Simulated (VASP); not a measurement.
Write the native input for VASP 6.6.1 that does the following.

```
Task                   : relaxation of cell and atoms
Functional             : PBE
Potentials or basis    : VASP PAW PBE potentials, release 64 (Sn_d, Te)
Cutoff                 : 600 eV
k mesh                 : 6 × 6 × 6
Occupations            : fermi-dirac, width 0.02 eV
Spin                   : no spin polarisation
Dipole correction      : no
Further INCAR settings : ALGO = Normal; EDIFF = 1e-06; IBRION = 2; EDIFFG = -0.005; NSW = 80; ISIF = 3
```

The structure of SnTe lies in POSCAR:

```
SnTe
1.0
    0.0000000000      3.1508500000      3.1508500000
    3.1508500000      0.0000000000      3.1508500000
    3.1508500000      3.1508500000      0.0000000000
Sn Te
1 1
Direct
    0.0000000000      0.0000000000      0.0000000000
    0.5000000000      0.5000000000      0.5000000000
```

The input as run:

INCAR

```
PREC = Accurate ; ENCUT = 600
EDIFF = 1E-6 ; ISMEAR = -1
SIGMA = 0.02 ; LREAL = False
LASPH = True ; NELM = 100
ALGO = Normal ; ISIF = 3
LWAVE = False ; LCHARG = False
GGA = PE ; IBRION = 2
NSW = 80 ; EDIFFG = -0.005
```

KPOINTS

```
Automatic mesh
0
Gamma
  6 6 6
```

Potentials or basis: VASP PAW PBE potentials, release 64 (Sn_d, Te).

The run is started by

```console
$ cat potpaw_PBE.64/Sn_d/POTCAR potpaw_PBE.64/Te/POTCAR > POTCAR
$ mpirun -np 1 vasp_std > vasp.out
```

Results of the run:

```yaml
Relaxed_volume: 32.96 Å³/atom
Relaxed_cell: a = 4.534 Å, b = 4.534 Å, c = 4.534 Å, α = 60.00°, β = 60.00°, γ = 60.00°
Space_group_after_relaxing_to_0.1_Å: Fm-3m (No. 225)
Energy_gained_by_relaxing: 11.0 meV/atom
Ionic_steps: 3
Pressure_after_relaxing: 0.0 GPa
Band_gap_on_the_k_mesh: 0.05 eV
```

Caveat: semilocal functionals underestimate gaps, and a narrow one can read as zero; spin-orbit coupling is left out, which moves the levels of the heavy elements.

It took 65 s on 1 thread of Intel Xeon 8259CL (shared host), peak memory 0.22 GiB.
